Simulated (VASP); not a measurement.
A run of VASP 6.6.1 is set up as follows.

File INCAR:

```
SYSTEM = SiAs3
PREC     = Accurate       ! precision mode
ENCUT    = 520            ! plane-wave cutoff, eV
EDIFF    = 1E-6           ! SCF threshold, eV
ISMEAR   = 0              ! smearing method
SIGMA    = 0.1            ! smearing width, eV
LREAL    = .FALSE.        ! projectors in reciprocal space
LASPH    = .TRUE.         ! aspherical terms in the spheres
NELM     = 100            ! most SCF steps
ALGO     = Normal         ! electronic algorithm
ISIF     = 2              ! what is computed and relaxed
LWAVE    = .FALSE.        ! write WAVECAR
LCHARG   = .FALSE.        ! write CHGCAR
GGA      = PE             ! functional
NBANDS   = 29             ! bands
```

The input KPOINTS:

```
regular mesh
0
G
  8 8 8
  0 0 0
```

The input POSCAR:

```
SiAs3
1.0
    0.0000000000      4.4706709939      4.4706709939
    4.4706709939      0.0000000000      4.4706709939
    4.4706709939      4.4706709939      0.0000000000
Si As
2 6
Direct
    0.5000000000      0.5000000000      0.5000000000
    0.2500000000      0.2500000000      0.2500000000
    0.2209849747      0.7790150253      0.7790150253
    0.7790150253      0.2209849747      0.2209849747
    0.7790150253      0.7790150253      0.2209849747
    0.2209849747      0.2209849747      0.7790150253
    0.2209849747      0.7790150253      0.2209849747
    0.7790150253      0.2209849747      0.7790150253
```

Potentials or basis: VASP PAW PBE potentials, release 64 (Si, As).

Run with:

```console
$ cat potpaw_PBE.64/Si/POTCAR potpaw_PBE.64/As/POTCAR > POTCAR
$ mpirun -np 1 vasp_std > vasp.out
```

Q: What does it give for the band gap on the k mesh?

A: Zero (band 19 reaches 5.88 eV, above the bottom of band 20 at 4.54 eV).

Q: Estimate the pressure.

A: 0.1 GPa.

Forces on the atoms (eV/Å):
```
Si   0.000  0.000  0.000
Si   0.000  0.000  0.000
As  -0.003  0.000  0.000
As   0.003  0.000  0.000
As   0.000  0.000 -0.003
As   0.000  0.000  0.003
As   0.000  0.003  0.000
As   0.000 -0.003  0.000
```
